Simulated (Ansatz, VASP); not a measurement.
One calculation of AlN, two programs

Contents of INCAR:

```
PREC = Accurate
ENCUT = 520
EDIFF = 1E-7
ISMEAR = 0
SIGMA = 0.05
LREAL = False
LASPH = True
NELM = 60
ALGO = Normal
ISIF = 2
LWAVE = False
LCHARG = False
GGA = PE
NBANDS = 36
```

Contents of KPOINTS:

```
regular mesh
0
Gamma
  8 8 2
```

Contents of POSCAR:

```
AlN
1.0
    2.2015871003     -2.2015871003      0.0000000000
    2.2015871003      0.0000000000     -2.2015871003
   12.1087290516      7.1551580760      7.1551580760
Al N
6 6
Direct
    0.7031500000     -0.2968500000      0.3958000000
    0.1614833333      0.1614833333      0.2291333333
    0.2448166667      0.2448166667      0.5624666667
    0.3281500000      0.3281500000      0.8958000000
   -0.2135166667     -0.2135166667      0.7291333333
    0.6198166667      0.6198166667      0.0624666667
    0.3385666667      0.3385666667      0.4374666667
    0.7969000000     -0.2031000000      0.2708000000
   -0.1197666667     -0.1197666667      0.6041333333
   -0.0364333333     -0.0364333333      0.9374666667
   -0.5781000000     -0.5781000000      0.7708000000
    0.2552333333      0.2552333333      0.1041333333
```

Input for Ansatz:

```yaml
crystal:
  lattice:
    - [2.2015871003, -2.2015871003, 0.0]
    - [2.2015871003, 0.0, -2.2015871003]
    - [12.1087290516, 7.155158076, 7.155158076]
  atoms:
    - { symbol: Al, position: [0.70315, -0.29685, 0.3958] }
    - { symbol: Al, position: [0.1614833333, 0.1614833333, 0.2291333333] }
    - { symbol: Al, position: [0.2448166667, 0.2448166667, 0.5624666667] }
    - { symbol: Al, position: [0.32815, 0.32815, 0.8958] }
    - { symbol: Al, position: [-0.2135166667, -0.2135166667, 0.7291333333] }
    - { symbol: Al, position: [0.6198166667, 0.6198166667, 0.0624666667] }
    - { symbol: "N", position: [0.3385666667, 0.3385666667, 0.4374666667] }
    - { symbol: "N", position: [0.7969, -0.2031, 0.2708] }
    - { symbol: "N", position: [-0.1197666667, -0.1197666667, 0.6041333333] }
    - { symbol: "N", position: [-0.0364333333, -0.0364333333, 0.9374666667] }
    - { symbol: "N", position: [-0.5781, -0.5781, 0.7708] }
    - { symbol: "N", position: [0.2552333333, 0.2552333333, 0.1041333333] }
basis:
  ecutwfc: 420
kpoints:
  mp_grid: { grid: [8, 8, 2] }
hamiltonian:
  xc: pbe
scf:
  occupations: { method: gaussian, width: 0.05 }
output:
  forces: true
  stress: true
  eigenvalues: true
```

Alike in both runs: task single point; functional PBE; k mesh 8 × 8 × 2; occupations gaussian, width 0.05 eV; no spin polarisation.

```csv
,VASP,Ansatz
version,VASP 6.6.1,Ansatz 0.2.0
potentials or method,"VASP PAW PBE potentials, release 64 (Al, N), cutoff 520 eV","scalar-relativistic, plane waves, PAW"
valence electrons in the cell,48,48
```

|  | VASP | Ansatz | Ansatz less VASP |
| --- | --- | --- | --- |
| gap on the k mesh at the Fermi level (eV) | 3.24 | 3.24 | +0.008 |
| least direct gap on the mesh (eV) | 3.55 | 3.54 | -0.007 |
| pressure (GPa) | -2.2 | -1.9 | +0.26 |
| traceless stress, the component that is largest in VASP (GPa) | 1.66 | 1.65 | -0.004 |
| rms of the force components (eV/Å) | 0.230 | 0.232 | +0.0025 |

Atom by atom the forces differ by 0.004 eV/Å (rms over components). The functional is the same, so the differences come from potentials, cutoffs and numerics.
